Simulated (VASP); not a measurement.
Write the native input for VASP 6.6.1 that does the following.

```
Task                               : single point
Functional                         : B3LYP
Potentials or basis                : VASP PAW PBE potentials, release 64 (K_sv, F)
Cutoff                             : 520 eV
k mesh                             : 5 × 5 × 5
Occupations                        : gaussian, width 0.01 eV
Spin                               : no spin polarisation
Dipole correction                  : no
Grid for exact exchange (PRECFOCK) : Normal
Further INCAR settings             : ALGO = Normal; EDIFF = 1e-06; NBANDS = 15
Share of exact exchange            : 0.2
```

KF:

```
K F
1.0
     3.25895    0.00000    0.00000
     0.00000    3.25895    0.00000
     0.00000    0.00000    3.25895
K F
1 1
Direct
  0.00000 0.00000 0.00000
  0.50000 0.50000 0.50000
```

One way to write it, as run:

POSCAR

```
KF
1.0
    3.2589550000      0.0000000000      0.0000000000
    0.0000000000      3.2589550000      0.0000000000
    0.0000000000      0.0000000000      3.2589550000
K F
1 1
Direct
    0.0000000000      0.0000000000      0.0000000000
    0.5000000000      0.5000000000      0.5000000000
```

INCAR.step1

```
ALGO     = Normal         # electronic algorithm
EDIFF    = 1E-5           # SCF threshold, eV
ENCUT    = 520            # plane-wave cutoff, eV
GGA      = PE             # functional
GGA_COMPAT= False        
ISIF     = 2              # what is computed and relaxed
ISMEAR   = 0              # smearing method
LASPH    = True           # aspherical terms in the spheres
LCHARG   = False          # write CHGCAR
LREAL    = False          # projectors in reciprocal space
LWAVE    = True           # write WAVECAR
NBANDS   = 15             # bands
NELM     = 120            # most SCF steps
PREC     = Accurate       # precision mode
SIGMA    = 0.01           # smearing width, eV
```

INCAR.step2

```
AEXX     = 0.2            # exact-exchange fraction
AGGAC    = 0.81         
AGGAX    = 0.72         
ALDAC    = 0.19         
ALGO     = Normal         # electronic algorithm
EDIFF    = 1E-6           # SCF threshold, eV
ENCUT    = 520            # plane-wave cutoff, eV
GGA      = B3             # functional
GGA_COMPAT= False        
ISIF     = 2              # what is computed and relaxed
ISMEAR   = 0              # smearing method
ISTART   = 1            
LASPH    = True           # aspherical terms in the spheres
LCHARG   = False          # write CHGCAR
LHFCALC  = True           # exact exchange
LREAL    = False          # projectors in reciprocal space
LWAVE    = False          # write WAVECAR
NBANDS   = 15             # bands
NELM     = 120            # most SCF steps
PREC     = Accurate       # precision mode
PRECFOCK = Normal       
SIGMA    = 0.01           # smearing width, eV
```

KPOINTS

```
k-points
0
Gamma
  5 5 5
```

Potentials or basis: VASP PAW PBE potentials, release 64 (K_sv, F).

Run with:

```console
$ cat potpaw_PBE.64/K_sv/POTCAR potpaw_PBE.64/F/POTCAR > POTCAR
$ cp INCAR.step1 INCAR
$ mpirun -np 1 vasp_std > vasp.out
$ cp INCAR.step2 INCAR
$ mpirun -np 1 vasp_std > vasp.out
```

Results of the run:

```
Pressure               : -0.5 GPa
Band gap on the k mesh : 8.61 eV (least direct gap 8.63 eV)
```

Caveat: the PAW data sets were made with another functional, which shifts forces and pressure a little; an odd mesh through Γ misses points on the zone boundary, where band edges can lie.

Run time: 3.4 min on 1 thread of Intel(R) Xeon(R) 6975P-C (Granite Rapids), on a shared host, peak memory 0.15 GiB.
